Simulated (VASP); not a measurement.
# Si3Br (Fm-3m) in VASP: relaxation of cell and atoms with PBE

Aim: the relaxation of cell and atoms of Si3Br with PBE.

Everything below comes from runs of VASP 6.6.1. Logs are shortened: lines on timing, memory, paths and dates and some standing lists are left out, and cuts for length are marked.

**1. The cell of the first run**

It takes space group Fm-3m (No. 225, cubic). The conventional cell has a = 6.552 Å, b = 6.552 Å, c = 6.552 Å, α = 90.00°, β = 90.00°, γ = 90.00°. Within 3.7 Å of Si (site symmetry -43m) lie 10 Si at 2.84 to 3.28 Å and 4 Br at 2.84 Å. Within 3.7 Å of Si (site symmetry m-3m) lie 8 Si at 2.84 Å and 6 Br at 3.28 Å. Within 3.7 Å of Br (site symmetry m-3m) lie 14 Si at 2.84 to 3.28 Å.

The cell was generated, and may not be a known phase.

**2. Relaxation of cell and atoms, PBE**

Input file INCAR:

```
SYSTEM = Si3Br
ALGO = Normal
EDIFF = 1E-6
EDIFFG = -0.01
ENCUT = 600
GGA = PE
IBRION = 2
ISIF = 3
ISMEAR = 0
LASPH = .True.
LCHARG = .False.
LREAL = .False.
LWAVE = .False.
NELM = 60
NSW = 100
PREC = Accurate
SIGMA = 0.1
```

Input file KPOINTS:

```
k-points
0
Gamma
  12 12 12
  0 0 0
```

Input file POSCAR:

```
Si3Br
1.0
    0.0000000000      3.2758203305      3.2758203305
    3.2758203305      0.0000000000      3.2758203305
    3.2758203305      3.2758203305      0.0000000000
Si Br
3 1
Direct
    0.2500000000      0.2500000000      0.2500000000
    0.7500000000      0.7500000000      0.7500000000
    0.5000000000      0.5000000000      0.5000000000
    0.0000000000      0.0000000000      0.0000000000
```

Potentials or basis: VASP PAW PBE potentials, release 64 (Si, Br).

On the command line:

```console
cat potpaw_PBE.64/Si/POTCAR potpaw_PBE.64/Br/POTCAR > POTCAR
mpirun -np 1 vasp_std > vasp.out
```

OUTCAR:

```text
SYSTEM = Si3Br
   EDIFF = 1E-6
   EDIFFG = -0.01
   ENCUT = 600
   GGA = PE
   IBRION = 2
   ISIF = 3
   ISMEAR = 0
   LASPH = .True.
   LREAL = .False.
   NELM = 60
   NSW = 100
   PREC = Accurate

 ion  position               nearest neighbor table
   1  0.250  0.250  0.250-   4 2.84   4 2.84   4 2.84   3 2.84   4 2.84   3 2.84   3 2.84   3 2.84

   2  0.750  0.750  0.750-   3 2.84   3 2.84   3 2.84   3 2.84   4 2.84   4 2.84   4 2.84   4 2.84

   3  0.500  0.500  0.500-   1 2.84   1 2.84   1 2.84   1 2.84   2 2.84   2 2.84   2 2.84   2 2.84

   4  0.000  0.000  0.000-   2 2.84   2 2.84   2 2.84   1 2.84   2 2.84   1 2.84   1 2.84   1 2.84

  LATTYP: Found a face centered cubic cell.
 ALAT       =     6.5516406610

  Lattice vectors:

 A1 = (   0.0000000000,   3.2758203305,   3.2758203305)
 A2 = (   3.2758203305,   0.0000000000,   3.2758203305)
 A3 = (   3.2758203305,   3.2758203305,   0.0000000000)

Analysis of symmetry for initial positions (statically):
=====================================================================
 Subroutine PRICEL returns:
 Original cell was already a primitive cell.

 Routine SETGRP: Setting up the symmetry group for a
 face centered cubic supercell.

 Subroutine GETGRP returns: Found 48 space group operations
 (whereof 48 operations were pure point group operations)
 out of a pool of 48 trial point group operations.

The static configuration has the point symmetry O_h .

Analysis of symmetry for dynamics (positions and initial velocities):
=====================================================================
 Subroutine PRICEL returns:
 Original cell was already a primitive cell.

 Routine SETGRP: Setting up the symmetry group for a
 face centered cubic supercell.

 Subroutine GETGRP returns: Found 48 space group operations
 (whereof 48 operations were pure point group operations)
 out of a pool of 48 trial point group operations.

The dynamic configuration has the point symmetry O_h .

 Subroutine INISYM returns: Found 48 space group operations
 (whereof 48 operations are pure point group operations),
 and found     1 'primitive' translations

----------------------------------------------------------------------------------------

                                     Primitive cell

  volume of cell :      70.3056

  direct lattice vectors                    reciprocal lattice vectors
     0.000000000  3.275820331  3.275820331    -0.152633524  0.152633524  0.152633524
     3.275820331  0.000000000  3.275820331     0.152633524 -0.152633524  0.152633524
     3.275820331  3.275820331  0.000000000     0.152633524  0.152633524 -0.152633524

  length of vectors
     4.632709539  4.632709539  4.632709539     0.264369018  0.264369018  0.264369018

  position of ions in fractional coordinates (direct lattice)
     0.250000000  0.250000000  0.250000000
     0.750000000  0.750000000  0.750000000
     0.500000000  0.500000000  0.500000000
     0.000000000  0.000000000  0.000000000

  ion indices of the primitive-cell ions
   primitive index   ion index
                 1           1
                 2           2
                 3           3
                 4           4

----------------------------------------------------------------------------------------

 KPOINTS: k-points

Automatic generation of k-mesh.
 Grid dimensions read from file:
 generate k-points for:   12   12   12

 Generating k-lattice:

  Cartesian coordinates                     Fractional coordinates (reciprocal lattice)
[... 75 lines left out ...]
   ISMEAR =     0;   SIGMA  =   0.10  broadening in eV -4-tet -1-fermi 0-gaus
   EFERMI_NEDOS =   21; number of points for ismear=-14 and -15
   IALGO  =     38    algorithm
   IMIX   =      4    mixing-type and parameters
     AMIX     =   0.40;   BMIX     =  1.00
     AMIX_MAG =   1.60;   BMIX_MAG =  1.00
  volume/ion in A,a.u.               =      17.58       118.61
  Fermi-wavevector in a.u.,A,eV,Ry     =   1.058431  2.000145 15.242288  1.120277
  Thomas-Fermi vector in A             =   2.193740
   LORBIT       =      0    0 simple, 1 ext, 2 COOP (PROOUT), +10 PAW based schemes
   GGA     = PE    functional components
   LHFCALC =     F    Hartree Fock is set to
   AEXX    =    0.0000 exact exchange contribution
   IVDW    =     0    specifies the selected vdW correction
   LEPSILON=     F    determine dielectric tensor
   LRPA    =     F    only Hartree local field effects (RPA)
 conjugate gradient relaxation of ions
 non-spin polarized calculation
 Gauss-broadening in eV      SIGMA  =   0.10
  energy-cutoff  :      600.00
  volume of cell :       70.31
 maximum number of plane-waves:      2397
 NGX is ok and might be reduce to    40
   NGX = 19   NGY = 19   NGZ = 19

--------------------------------------- Ionic step        1  -------------------------------------------

 number of electron      19.0000000 magnetization

 Free energy of the ion-electron system (eV)
  ---------------------------------------------------
  ext. energy  EPLUGINS =         0.00000000
  ---------------------------------------------------
  free energy    TOTEN  =       -14.91069837 eV

  energy without entropy =      -14.89967153  energy(sigma->0) =      -14.90518495

------------------------ aborting loop because EDIFF is reached ----------------------------------------

  FORCE on cell =-STRESS in cart. coord.  units (eV):
  Direction    XX          YY          ZZ          XY          YZ          ZX
  --------------------------------------------------------------------------------------
  -------------------------------------------------------------------------------------
  Total        0.4633669      0.4633669      0.4633669      0.0000000      0.0000000     -0.0000000
  in kB       10.5595501     10.5595501     10.5595501      0.0000000      0.0000000     -0.0000000
  external PRESSURE =      10.5595501 kB  Pullay stress =       0.0000000 kB

 VOLUME and BASIS-vectors are now :
 -----------------------------------------------------------------------------
  energy-cutoff  :      600.00
  volume of cell :       70.31
      direct lattice vectors                 reciprocal lattice vectors
     0.000000000  3.275820331  3.275820331    -0.152633524  0.152633524  0.152633524
     3.275820331  0.000000000  3.275820331     0.152633524 -0.152633524  0.152633524
     3.275820331  3.275820331  0.000000000     0.152633524  0.152633524 -0.152633524

 POSITION                                       TOTAL-FORCE (eV/Angst)
 -----------------------------------------------------------------------------------
      1.63791      1.63791      1.63791        -0.000000     -0.000000     -0.000000
      4.91373      4.91373      4.91373         0.000000      0.000000      0.000000
      3.27582      3.27582      3.27582        -0.000000      0.000000     -0.000000
      0.00000      0.00000      0.00000        -0.000000      0.000000     -0.000000
 -----------------------------------------------------------------------------------
    total drift:                               -0.000000      0.000000      0.000000

  FREE ENERGIE OF THE ION-ELECTRON SYSTEM (eV)
  ---------------------------------------------------
  free  energy   TOTEN  =       -14.9106983735 eV

  energy  without entropy=      -14.8996715267  energy(sigma->0) =      -14.90518495

--------------------------------------- Ionic step        2  -------------------------------------------

 number of electron      19.0000000 magnetization

 Free energy of the ion-electron system (eV)
  ---------------------------------------------------
  ext. energy  EPLUGINS =         0.00000000
  ---------------------------------------------------
  free energy    TOTEN  =       -14.91471438 eV

  energy without entropy =      -14.90373289  energy(sigma->0) =      -14.90922364

 E-fermi :   7.4376     XC(G=0): -10.5640

 val. band max:        7.4369044687   @ k =  -0.2500   0.2500   0.0000
 cond. band min:       7.4433305812   @ k =   0.5000   0.1667   0.0833
 fundamental gap:      0.0064261125
 Fermi energy:         7.4376403021

 k-point     1 :       0.0000    0.0000    0.0000
  band No.  band energies     occupation
      1      -9.4519      2.00000
      2      -2.0742      2.00000
      3       2.4677      2.00000
      4       2.4677      2.00000
      5       2.4677      2.00000
      6       3.1466      2.00000
      7       5.3208      2.00000
      8       5.3208      2.00000
      9       5.3208      2.00000
     10       5.7774      2.00000
     11       6.5590      2.00000
     12       6.5590      2.00000
     13       6.5590      2.00000
[... 354 lines left out ...]
  band No.  band energies     occupation
      1      -9.0008      2.00000
      2      -2.6830      2.00000
      3      -0.6828      2.00000
      4       1.5549      2.00000
      5       1.6934      2.00000
      6       3.0456      2.00000
      7       5.1874      2.00000
      8       5.3772      2.00000
      9       6.3450      2.00000
     10       6.9442      2.00000
     11       8.3029      0.00000
     12      10.0924      0.00000
     13      11.0977      0.00000

 [... further k-points ...]

------------------------ aborting loop because EDIFF is reached ----------------------------------------

  FORCE on cell =-STRESS in cart. coord.  units (eV):
  Direction    XX          YY          ZZ          XY          YZ          ZX
  --------------------------------------------------------------------------------------
  -------------------------------------------------------------------------------------
  Total        0.0020103      0.0020103      0.0020103      0.0000000     -0.0000000      0.0000000
  in kB        0.0450536      0.0450536      0.0450536      0.0000000     -0.0000000      0.0000000
  external PRESSURE =       0.0450536 kB  Pullay stress =       0.0000000 kB

 VOLUME and BASIS-vectors are now :
 -----------------------------------------------------------------------------
  energy-cutoff  :      600.00
  volume of cell :       71.49
      direct lattice vectors                 reciprocal lattice vectors
     0.000000000  3.294127294  3.294127294    -0.151785270  0.151785270  0.151785270
     3.294127294  0.000000000  3.294127294     0.151785270 -0.151785270  0.151785270
     3.294127294  3.294127294 -0.000000000     0.151785270  0.151785270 -0.151785270

 POSITION                                       TOTAL-FORCE (eV/Angst)
 -----------------------------------------------------------------------------------
      1.64706      1.64706      1.64706         0.000000      0.000000      0.000000
      4.94119      4.94119      4.94119        -0.000000     -0.000000     -0.000000
      3.29413      3.29413      3.29413        -0.000000      0.000000     -0.000000
      3.29413      0.00000      3.29413        -0.000000      0.000000     -0.000000
 -----------------------------------------------------------------------------------
    total drift:                               -0.000000      0.000000      0.000000

  FREE ENERGIE OF THE ION-ELECTRON SYSTEM (eV)
  ---------------------------------------------------
  free  energy   TOTEN  =       -14.9147143835 eV

  energy  without entropy=      -14.9037328886  energy(sigma->0) =      -14.90922364

 reached required accuracy - stopping structural energy minimisation
```

It took 2.8 min on 1 thread of Intel Xeon 8259CL, shared host; peak memory 0.29 GiB.

Results:

```
Free energy                           : -14.9147 eV
Relaxed volume                        : 17.87 Å³/atom
Relaxed cell                          : a = 4.659 Å, b = 4.659 Å, c = 4.659 Å, α = 60.00°, β = 60.00°, γ = 60.00°
Space group after relaxing (to 0.1 Å) : Fm-3m (No. 225)
Energy gained by relaxing             : 1.0 meV/atom
Ionic steps                           : 2
Pressure after relaxing               : 0.0 GPa
```

Step by step:
| step | energy change (eV) | largest force (eV/Å) | pressure (GPa) | volume (Å³) |
| --- | --- | --- | --- | --- |
| 1 | 0.0000 | 0.0000 | 1.06 | 70.31 |
| 2 | -0.0040 | 0.0000 | 0.00 | 71.49 |

Final structure:
```
Si Br
1.0
     0.00000    3.29413    3.29413
     3.29413    0.00000    3.29413
     3.29413    3.29413    0.00000
Si Br
3 1
Direct
  0.25000 0.25000 0.25000
  0.75000 0.75000 0.75000
  0.50000 0.50000 0.50000
  0.00000 0.00000 0.00000
```

Caveat: the highest band is partly filled, so the run has too few bands.
